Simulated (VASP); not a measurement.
Here is a VASP 6.6.1 calculation.

The input INCAR:

```
ALGO = Normal ; EDIFF = 1E-6
ENCUT = 600 ; GGA_COMPAT = F
ISIF = 2 ; ISMEAR = -1
LASPH = T ; LCHARG = T
LELF = T ; LREAL = F
LVHAR = T ; LWAVE = F
NBANDS = 19 ; NELM = 120
PREC = Accurate ; SIGMA = 0.03
```

Contents of KPOINTS:

```
k-points
0
Gamma
  10 10 10
```

File POSCAR:

```
CaF2
1.0
    0.0000000000      2.7848175212      2.7848175212
    2.7848175212      0.0000000000      2.7848175212
    2.7848175212      2.7848175212      0.0000000000
Ca F
1 2
Direct
    0.0000000000      0.0000000000      0.0000000000
    0.2500000000      0.2500000000      0.2500000000
    0.7500000000      0.7500000000      0.7500000000
```

Potentials or basis: VASP PAW LDA potentials, release 64 (Ca_sv, F).

Launch:

```bash
$ cat potpaw_LDA.64/Ca_sv/POTCAR potpaw_LDA.64/F/POTCAR > POTCAR
$ mpirun -np 1 vasp_std > vasp.out
```

Problem. Estimate the band gap on the k mesh.

Solution. 6.57 eV (least direct gap 6.82 eV).

Problem. Estimate the pressure.

Solution. -9.8 GPa.

Caveat: the cell stands under tension. A k mesh can miss the band edges.
